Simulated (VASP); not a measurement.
## HgTe: electric field gradients with LDA

HgTe:

```
Hg Te
1.0
     0.00000    2.94085    2.94085
     2.94085    0.00000    2.94085
     2.94085    2.94085    0.00000
Hg Te
1 1
Direct
  0.00000 0.00000 0.00000
  0.50000 0.50000 0.50000
```

| Property | Result |
| --- | --- |
| Program | VASP 6.6.1 |
| Task | electric field gradients |
| Functional | LDA |
| Potentials or basis | VASP PAW LDA potentials, release 64 (Hg, Te) |
| Cutoff | 400 eV |
| k mesh | 10 × 10 × 10 |
| Occupations | fermi-dirac, width 0.08 eV |
| Spin | no spin polarisation |
| Dipole correction | no |
| Further INCAR settings | ALGO = Normal; EDIFF = 1e-08; NBANDS = 16 |

```
Pressure                                : 2.7 GPa
Band gap on the k mesh                  : zero (bands 9 and 10 overlap by 3.14 eV)
Largest electric field gradient by atom : zero within the noise of the run
```

Levels at points of the mesh, in eV from the Fermi level:
```tsv
k point	band 5	band 6	band 7	band 8	band 9	band 10	band 11	band 12	band 13	band 14
(0.00, 0.00, 0.00)	-7.09	-7.09	-0.87	-0.87	-0.87	-0.57	7.70	7.70	7.70	7.87
(0.50, 0.00, 0.00)	-6.86	-6.86	-5.99	0.41	0.41	2.42	3.75	3.75	4.21	10.69
(0.50, 0.50, 0.00)	-6.76	-5.97	-5.04	-2.96	-2.73	-2.73	4.67	9.69	9.69	10.30
```

Run time: 41 s on 1 thread of Intel Xeon 8259CL, on a shared host, peak memory 0.16 GiB.

Caveat: spin-orbit coupling is left out, which moves the levels of the heavy elements.
